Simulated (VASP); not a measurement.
# HfH3 (P6_3/mmc) in VASP: further runs, part 2 of 3

VASP 6.6.1. Earlier steps stand in the parts before.

## 3. Single point, r2SCAN (7.53 Å³/atom)

This run uses another cell than the first one, of 7.53 Å³/atom.

POSCAR reads:

```
HfH3
1.0
    4.6611736600      0.0000000000      0.0000000000
   -2.3305868300      4.0366948010      0.0000000000
    0.0000000000      0.0000000000      3.2021560995
Hf H
2 6
Direct
    0.6666666667      0.3333333333      0.2500000000
    0.3333333333      0.6666666667      0.7500000000
    0.3597087785      0.1798543893      0.7500000000
    0.8201456107      0.1798543893      0.7500000000
    0.8201456107      0.6402912215      0.7500000000
    0.6402912215      0.8201456107      0.2500000000
    0.1798543893      0.8201456107      0.2500000000
    0.1798543893      0.3597087785      0.2500000000
```

INCAR.step1 reads:

```
PREC     = Accurate       # precision mode
ENCUT    = 520            # plane-wave cutoff, eV
ISMEAR   = 0              # smearing method
SIGMA    = 0.1            # smearing width, eV
LREAL    = False          # projectors in reciprocal space
LASPH    = True           # aspherical terms in the spheres
NELM     = 80             # most SCF steps
NBANDS   = 23             # bands
GGA      = PE             # functional
ALGO     = Normal         # electronic algorithm
EDIFF    = 1E-4           # SCF threshold, eV
LWAVE    = True           # write WAVECAR
LCHARG   = False          # write CHGCAR
```

INCAR.step2 reads:

```
PREC     = Accurate       # precision mode
ENCUT    = 520            # plane-wave cutoff, eV
EDIFF    = 1E-7           # SCF threshold, eV
ISMEAR   = 0              # smearing method
SIGMA    = 0.1            # smearing width, eV
LREAL    = False          # projectors in reciprocal space
LASPH    = True           # aspherical terms in the spheres
NELM     = 80             # most SCF steps
ALGO     = Normal         # electronic algorithm
ISIF     = 2              # what is computed and relaxed
LWAVE    = False          # write WAVECAR
LCHARG   = True           # write CHGCAR
METAGGA  = R2SCAN         # meta-GGA
LMIXTAU  = True         
LELF     = True           # ELF
LVHAR    = True         
NBANDS   = 23             # bands
ISTART   = 1
```

KPOINTS reads:

```
regular mesh
0
Gamma
  9 9 12
```

Potentials or basis: VASP PAW PBE potentials, release 64 (Hf_pv, H).

On the command line:

```console
$ cat potpaw_PBE.64/Hf_pv/POTCAR potpaw_PBE.64/H/POTCAR > POTCAR
$ cp INCAR.step1 INCAR
$ mpirun -np 1 vasp_std > vasp.out
$ cp INCAR.step2 INCAR
$ mpirun -np 1 vasp_std > vasp.out
```

OUTCAR:

```text
PREC = Accurate
   ENCUT = 520
   EDIFF = 1E-7
   ISMEAR = 0
   LREAL = False
   LASPH = True
   NELM = 80
   ISIF = 2
   METAGGA = R2SCAN
   ISTART = 1

 ion  position               nearest neighbor table
   1  0.667  0.333  0.250-   4 2.02   4 2.02   5 2.02   5 2.02   3 2.02   3 2.02   6 2.33   7 2.33
                             7 2.33   6 2.33   8 2.33   8 2.33   2 3.13   2 3.13   2 3.13   2 3.13
   2  0.333  0.667  0.750-   7 2.02   7 2.02   8 2.02   8 2.02   6 2.02   6 2.02   3 2.33   4 2.33
                             4 2.33   3 2.33   5 2.33   5 2.33   1 3.13   1 3.13   1 3.13   1 3.13
   3  0.360  0.180  0.750-   1 2.02   1 2.02   2 2.33   2 2.33
   4  0.820  0.180  0.750-   1 2.02   1 2.02   2 2.33   2 2.33
   5  0.820  0.640  0.750-   1 2.02   1 2.02   2 2.33   2 2.33
   6  0.640  0.820  0.250-   2 2.02   2 2.02   1 2.33   1 2.33
   7  0.180  0.820  0.250-   2 2.02   2 2.02   1 2.33   1 2.33
   8  0.180  0.360  0.250-   2 2.02   2 2.02   1 2.33   1 2.33

  LATTYP: Found a hexagonal cell.
 ALAT       =     4.6611736600
 C/A-ratio  =     0.6869849384

  Lattice vectors:

 A1 = (   4.6611736600,   0.0000000000,   0.0000000000)
 A2 = (  -2.3305868300,   4.0366948010,   0.0000000000)
 A3 = (   0.0000000000,   0.0000000000,   3.2021560995)

Analysis of symmetry for initial positions (statically):
=====================================================================
 Subroutine PRICEL returns:
 Original cell was already a primitive cell.

 Routine SETGRP: Setting up the symmetry group for a
 hexagonal supercell.

 Subroutine GETGRP returns: Found 24 space group operations
 (whereof 12 operations were pure point group operations)
 out of a pool of 24 trial point group operations.

The static configuration has the point symmetry D_3d.
 The point group associated with its full space group is D_6h.

Analysis of symmetry for dynamics (positions and initial velocities):
=====================================================================
 Subroutine PRICEL returns:
 Original cell was already a primitive cell.

 Routine SETGRP: Setting up the symmetry group for a
 hexagonal supercell.

 Subroutine GETGRP returns: Found 24 space group operations
 (whereof 12 operations were pure point group operations)
 out of a pool of 24 trial point group operations.

The dynamic configuration has the point symmetry D_3d.
 The point group associated with its full space group is D_6h.

 Subroutine INISYM returns: Found 24 space group operations
 (whereof 12 operations are pure point group operations),
 and found     1 'primitive' translations

----------------------------------------------------------------------------------------

                                     Primitive cell

  volume of cell :      60.2509

  direct lattice vectors                    reciprocal lattice vectors
     4.661173660  0.000000000  0.000000000     0.214538241  0.123863711  0.000000000
    -2.330586830  4.036694801  0.000000000     0.000000000  0.247727423  0.000000000
     0.000000000  0.000000000  3.202156099     0.000000000  0.000000000  0.312289585

  length of vectors
     4.661173660  4.661173660  3.202156099     0.247727423  0.247727423  0.312289585

  position of ions in fractional coordinates (direct lattice)
     0.666666667  0.333333333  0.250000000
[... 46 lines left out ...]
            Coordinates               Weight
  0.000000  0.000000  0.000000      1.000000
  0.111111 -0.000000  0.000000      6.000000
  0.222222 -0.000000  0.000000      6.000000
  0.333333 -0.000000  0.000000      6.000000
  0.444444 -0.000000  0.000000      6.000000
  0.111111  0.111111  0.000000      6.000000
[... 16 lines left out ...]
  0.333333  0.222222  0.083333     24.000000
  0.333333  0.333333  0.083333      4.000000
 [... further k-points ...]
   k-points           NKPTS =     84   k-points in BZ     NKDIM =     84   number of bands    NBANDS=     23
   number of dos      NEDOS =    301   number of ions     NIONS =      8
   total plane-waves  NPLWV =  31104
   dimension x,y,z NGX =    36 NGY =   36 NGZ =   24
   dimension x,y,z NGXF=    72 NGYF=   72 NGZF=   48
   ions per type =               2   6
   NGX,Y,Z   is equivalent  to a cutoff of  12.84, 12.84, 12.46 a.u.
   NGXF,Y,Z  is equivalent  to a cutoff of  25.68, 25.68, 24.92 a.u.
 SYSTEM =  unknown system
   PREC   = accura    normal or accurate (medium, high low for compatibility)
   ISTART =      1    job   : 0-new  1-cont  2-samecut
   ICHARG =      0    charge: 1-file 2-atom 10-const
   ISPIN  =      1    spin polarized calculation?
   LNONCOLLINEAR =      F non collinear calculations
   LSORBIT =      F    spin-orbit coupling
   LASPH  =      T    aspherical Exc in radial PAW
   ENCUT  =  520.0 eV  38.22 Ry    6.18 a.u.   8.67  8.67  5.95*2*pi/ulx,y,z
   NELM   =     80;   NELMIN=  2; NELMDL=  0     # of ELM steps
   EDIFF  = 0.1E-06   stopping-criterion for ELM
   LREAL  =      F    real-space projection
   EDIFFG = 0.1E-05   stopping-criterion for IOM
   NSW    =      0    number of steps for IOM
   IBRION =     -1    ionic relax: 0-MD 1-quasi-New 2-CG
   NFREE  =      0    steps in history (QN), initial steepest desc. (CG)
   ISIF   =      2    stress and relaxation
   ISYM   =      2    0-nonsym 1-usesym 2-fastsym
   POTIM  = 0.5000    time-step for ionic-motion
   TEBEG  =    0.0;   TEEND  =   0.0 temperature during run
   PSTRESS=    0.0 pullay stress
   NELECT =      26.0000    total number of electrons
   NUPDOWN=      -1.0000    fix difference up-down
   EMIN   =  10.00;   EMAX   =-10.00  energy-range for DOS
   EFERMI =   0.00;   METHOD = LEGACY
   ISMEAR =     0;   SIGMA  =   0.10  broadening in eV -4-tet -1-fermi 0-gaus
   EFERMI_NEDOS =   21; number of points for ismear=-14 and -15
   IALGO  =     38    algorithm
   IMIX   =      4    mixing-type and parameters
     AMIX     =   0.40;   BMIX     =  1.00
     AMIX_MAG =   1.60;   BMIX_MAG =  1.00
  volume/ion in A,a.u.               =       7.53        50.82
  Fermi-wavevector in a.u.,A,eV,Ry     =   1.237119  2.337815 20.823210  1.530463
  Thomas-Fermi vector in A             =   2.371699
   LORBIT       =      0    0 simple, 1 ext, 2 COOP (PROOUT), +10 PAW based schemes
   METAGGA = R2SCAN    functional components
   LHFCALC =     F    Hartree Fock is set to
   AEXX    =    0.0000 exact exchange contribution
   IVDW    =     0    specifies the selected vdW correction
   LEPSILON=     F    determine dielectric tensor
   LRPA    =     F    only Hartree local field effects (RPA)
 non-spin polarized calculation
 Gauss-broadening in eV      SIGMA  =   0.10
  energy-cutoff  :      520.00
  volume of cell :       60.25
 maximum number of plane-waves:      1636
 NGX is ok and might be reduce to    36
   NGX = 17   NGY = 17   NGZ = 11

 number of electron      26.0000001 magnetization

 Free energy of the ion-electron system (eV)
  ---------------------------------------------------
  ext. energy  EPLUGINS =         0.00000000
  ---------------------------------------------------
  free energy    TOTEN  =      -113.04992126 eV

  energy without entropy =     -113.04141329  energy(sigma->0) =     -113.04566728

 E-fermi :   4.9024     XC(G=0): -11.7858

 val. band max:        4.8996395407   @ k =   0.1111  -0.0000   0.0833
 cond. band min:       4.9114564439   @ k =   0.1111   0.1111   0.0000
 fundamental gap:      0.0118169032
 Fermi energy:         4.9023764464

 k-point     1 :       0.0000    0.0000    0.0000
  band No.  band energies     occupation
      1     -27.8539      2.00000
      2     -27.8538      2.00000
      3     -27.5766      2.00000
      4     -27.3991      2.00000
      5     -27.3991      2.00000
      6     -27.3055      2.00000
[... 613 lines left out ...]
     22      10.5736      0.00000
     23      14.4780      0.00000

 [... further k-points ...]
[... 5 lines left out ...]
  --------------------------------------------------------------------------------------
  -------------------------------------------------------------------------------------
  Total        0.9308176      0.9308176      0.8540946      0.0000000      0.0000000      0.0000000
  in kB       24.7520678     24.7520678     22.7118678      0.0000000      0.0000000      0.0000000
  external PRESSURE =      24.0720011 kB  Pullay stress =       0.0000000 kB

 VOLUME and BASIS-vectors are now :
 -----------------------------------------------------------------------------
  energy-cutoff  :      520.00
  volume of cell :       60.25
      direct lattice vectors                 reciprocal lattice vectors
     4.661173660  0.000000000  0.000000000     0.214538241  0.123863711  0.000000000
    -2.330586830  4.036694801  0.000000000     0.000000000  0.247727423  0.000000000
     0.000000000  0.000000000  3.202156099     0.000000000  0.000000000  0.312289585

 POSITION                                       TOTAL-FORCE (eV/Angst)
 -----------------------------------------------------------------------------------
      2.33059      1.34556      0.80054        -0.000000      0.000000      0.000000
     -0.00000      2.69113      2.40162        -0.000000     -0.000000      0.000000
      1.25750      0.72602      2.40162         0.010296      0.005944     -0.000000
      3.40367      0.72602      2.40162        -0.010296      0.005944      0.000000
      2.33059      2.58466      2.40162        -0.000000     -0.011889      0.000000
      1.07309      3.31068      0.80054        -0.010296     -0.005944      0.000000
     -1.07309      3.31068      0.80054         0.010296     -0.005944      0.000000
      0.00000      1.45203      0.80054        -0.000000      0.011889     -0.000000
 -----------------------------------------------------------------------------------
    total drift:                               -0.000000      0.000000      0.000000

  FREE ENERGIE OF THE ION-ELECTRON SYSTEM (eV)
  ---------------------------------------------------
  free  energy   TOTEN  =      -113.0499212616 eV

  energy  without entropy=     -113.0414132945  energy(sigma->0) =     -113.04566728
```

Run time: 4.2 min. Hardware: 1 thread of Intel Xeon Platinum 8259CL at 2.50GHz (Skylake/Cascade Lake), shared host; peak memory 0.24 GiB.

Results:

| Property | Result |
| --- | --- |
| Free energy | -113.0499 eV |
| Pressure | 2.4 GPa |
| Largest force | 0.012 eV/Å |
| Band gap on the k mesh | zero (bands 13 and 14 overlap by 4.18 eV) |

Forces in eV/Å, atoms in the order of the input:
```
Hf   0.000  0.000  0.000
Hf   0.000  0.000  0.000
H    0.010  0.006  0.000
H   -0.010  0.006  0.000
H    0.000 -0.012  0.000
H   -0.010 -0.006  0.000
H    0.010 -0.006  0.000
H    0.000  0.012  0.000
```

Stress tensor (GPa, compression positive):
```
2.48 0.00 0.00
0.00 2.48 0.00
0.00 0.00 2.27
```

Caveat: the PAW data sets were made with another functional, which shifts forces and pressure a little; spin-orbit coupling is left out, which moves the levels of the heavy elements.

(Part 2 of 3 ends here.)

The gap in the log of VASP goes by the Fermi energy; the results here count the filled bands.